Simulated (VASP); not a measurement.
Input of a VASP 6.6.1 run:

The input INCAR:

```
SYSTEM = W2N
PREC = Accurate
ENCUT = 600
EDIFF = 1E-6
ISMEAR = 0
SIGMA = 0.1
LREAL = .FALSE.
LASPH = .TRUE.
NELM = 120
ALGO = Normal
ISIF = 2
LWAVE = .FALSE.
LCHARG = .FALSE.
GGA = PS
NBANDS = 60
GGA_COMPAT = .FALSE.
```

KPOINTS

```
Automatic mesh
0
G
  15 15 2
  0 0 0
```

File POSCAR:

```
W2N
1.0
    2.8010314587      0.0000000000      0.0000000000
   -1.4005157294      2.4257644000      0.0000000000
    0.0000000000      0.0000000000     17.4892086475
W N
6 3
Direct
    0.0000000000      0.0000000000      0.0758140248
    0.0000000000      0.0000000000      0.9241859752
    0.3333333333      0.6666666667      0.2620636359
    0.6666666667      0.3333333333      0.7379363641
    0.3333333333      0.6666666667      0.4175613472
    0.6666666667      0.3333333333      0.5824386528
    0.0000000000      0.0000000000      0.5000000000
    0.3333333333      0.6666666667      0.1505323971
    0.6666666667      0.3333333333      0.8494676029
```

Potentials or basis: VASP PAW PBE potentials, release 64 (W_sv, N).

Launch:

```console
$ cat potpaw_PBE.64/W_sv/POTCAR potpaw_PBE.64/N/POTCAR > POTCAR
$ mpirun -np 1 vasp_std > vasp.out
```

**Question.** Estimate the pressure.

**Answer.** 1.0 GPa.

**Question.** Predict the band gap on the k mesh.

**Answer.** Zero (an odd number of electrons rules out a gap without spin polarisation).

**Question.** Estimate the largest force.

**Answer.** 0.087 eV/Å.

Stress tensor (GPa, compression positive):
```
0.90 0.00 0.00
0.00 0.90 0.00
0.00 0.00 1.32
```

Caveat: the PAW data sets were made with another functional, which shifts forces and pressure a little; spin-orbit coupling is left out, which moves the levels of the heavy elements.
